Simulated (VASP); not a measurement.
Set up this calculation in VASP 6.6.1, as the native input.

```yaml
Task: single point
Functional: revPBE
Dispersion: D4
Potentials_or_basis: VASP PAW PBE potentials, release 64 (Be, Te)
Cutoff: 600 eV
k_mesh: 8 × 8 × 8
Occupations: gaussian, width 0.05 eV
Spin: no spin polarisation
Dipole_correction: no
Further_INCAR_settings: ALGO = Normal; EDIFF = 1e-06; NBANDS = 11
```

The structure of BeTe lies in POSCAR:

```
BeTe
1.0
    0.0000000000      2.7881767793      2.7881767793
    2.7881767793      0.0000000000      2.7881767793
    2.7881767793      2.7881767793      0.0000000000
Be Te
1 1
Direct
    0.0000000000      0.0000000000      0.0000000000
    0.7500000000      0.7500000000      0.7500000000
```

One way to write it, as run:

INCAR

```
SYSTEM = BeTe
PREC = Accurate ; ENCUT = 600
EDIFF = 1E-6 ; ISMEAR = 0
SIGMA = 0.05 ; LREAL = .FALSE.
LASPH = .TRUE. ; NELM = 120
ALGO = Normal ; ISIF = 2
LWAVE = .FALSE. ; LCHARG = .FALSE.
GGA = RE ; IVDW = 13
NBANDS = 11 ; GGA_COMPAT = .FALSE.
```

KPOINTS

```
regular mesh
0
G
  8 8 8
  0 0 0
```

Potentials or basis: VASP PAW PBE potentials, release 64 (Be, Te).

Launch:

```bash
$ cat potpaw_PBE.64/Be/POTCAR potpaw_PBE.64/Te/POTCAR > POTCAR
$ mpirun -np 1 vasp_std > vasp.out
```

Results of the run:

- Pressure: 0.1 GPa
- Band gap on the k mesh: 1.96 eV (least direct gap 3.61 eV)
- Dispersion energy per atom: -0.558 eV

Caveat: the PAW data sets were made with another functional, which shifts forces and pressure a little; spin-orbit coupling is left out, which moves the levels of the heavy elements.

Wall time 12 s on 1 thread of AMD EPYC 7R13, on a shared host, peak memory 0.18 GiB.
